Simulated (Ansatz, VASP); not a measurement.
Ni7Ge4 in VASP and in Ansatz

INCAR

```
SYSTEM = Ni7Ge4
  PREC = Accurate
  ENCUT = 520
  EDIFF = 1E-6
  ISMEAR = 0
  SIGMA = 0.05
  LREAL = .False.
  LASPH = .True.
  NELM = 100
  ALGO = Fast
  ISIF = 2
  LWAVE = .False.
  LCHARG = .False.
  GGA = CA
  NBANDS = 74
```

File KPOINTS:

```
regular mesh
0
Gamma
  12 12 4
  0 0 0
```

The input POSCAR:

```
Ni7Ge4
1.0
    3.9358401748      0.0000000000      0.0000000000
   -1.9679200874      3.4085375766      0.0000000000
    0.0000000000      0.0000000000      9.9215548300
Ni Ge
7 4
Direct
    0.0000000000      0.0000000000      0.3731342300
    0.0000000000      0.0000000000      0.8787566800
    0.0000000000      0.0000000000      0.1212433200
    0.0000000000      0.0000000000      0.6268657700
    0.6666666700      0.3333333300      0.5000000000
    0.3333333300      0.6666666700      0.2449346400
    0.3333333300      0.6666666700      0.7550653600
    0.6666666700      0.3333333300      0.2435841600
    0.6666666700      0.3333333300      0.7564158400
    0.3333333300      0.6666666700      0.0000000000
    0.3333333300      0.6666666700      0.5000000000
```

Input for Ansatz:

```yaml
crystal:
  lattice:
    - [3.9358401748, 0.0, 0.0]
    - [-1.9679200874, 3.4085375766, 0.0]
    - [0.0, 0.0, 9.92155483]
  atoms:
    - { symbol: Ni, position: [0.0, 0.0, 0.37313423] }
    - { symbol: Ni, position: [0.0, 0.0, 0.87875668] }
    - { symbol: Ni, position: [0.0, 0.0, 0.12124332] }
    - { symbol: Ni, position: [0.0, 0.0, 0.62686577] }
    - { symbol: Ni, position: [0.66666667, 0.33333333, 0.5] }
    - { symbol: Ni, position: [0.33333333, 0.66666667, 0.24493464] }
    - { symbol: Ni, position: [0.33333333, 0.66666667, 0.75506536] }
    - { symbol: Ge, position: [0.66666667, 0.33333333, 0.24358416] }
    - { symbol: Ge, position: [0.66666667, 0.33333333, 0.75641584] }
    - { symbol: Ge, position: [0.33333333, 0.66666667, 0.0] }
    - { symbol: Ge, position: [0.33333333, 0.66666667, 0.5] }
basis:
  ecutwfc: 500
  fft_grid_basis: typed
kpoints:
  mp_grid: { grid: [12, 12, 4] }
hamiltonian:
  xc: lda
scf:
  occupations: { method: gaussian, width: 0.05 }
output:
  forces: true
  stress: true
  eigenvalues: true
  bader: true
  write_density: true
  volumetric_format: npy
  elf: true
```

Alike in both runs: task single point; functional LDA; k mesh 12 × 12 × 4; occupations gaussian, width 0.05 eV; no spin polarisation.

|  | VASP | Ansatz |
| --- | --- | --- |
| version | VASP 6.6.1 | Ansatz 0.2.0 |
| potentials or method | VASP PAW LDA potentials, release 64 (Ni, Ge_d), cutoff 520 eV | scalar-relativistic, plane waves, PAW |
| valence electrons in the cell | 126 | 182 |

Ansatz gave:

```
gap on the k mesh at the Fermi level (eV)                     : none
pressure (GPa)                                                : -7.0
traceless stress, the component that is largest in VASP (GPa) : 0.24
rms of the force components (eV/Å)                            : 0.021
```

Estimate VASP's values.

gap on the k mesh at the Fermi level (eV): none; pressure (GPa): -6.6; traceless stress, the component that is largest in VASP (GPa): 0.09; rms of the force components (eV/Å): 0.018.

LDA's correlation is that of Perdew and Zunger in VASP and of Perdew and Wang (1992) in Ansatz. Atom by atom the forces differ by 0.002 eV/Å (rms over components). A gap of «none» marks a metal or a gap that the smearing closes. VASP's potentials hold 126 valence electrons a cell and Ansatz's 182, so a difference there can come from the potentials and not from the codes.
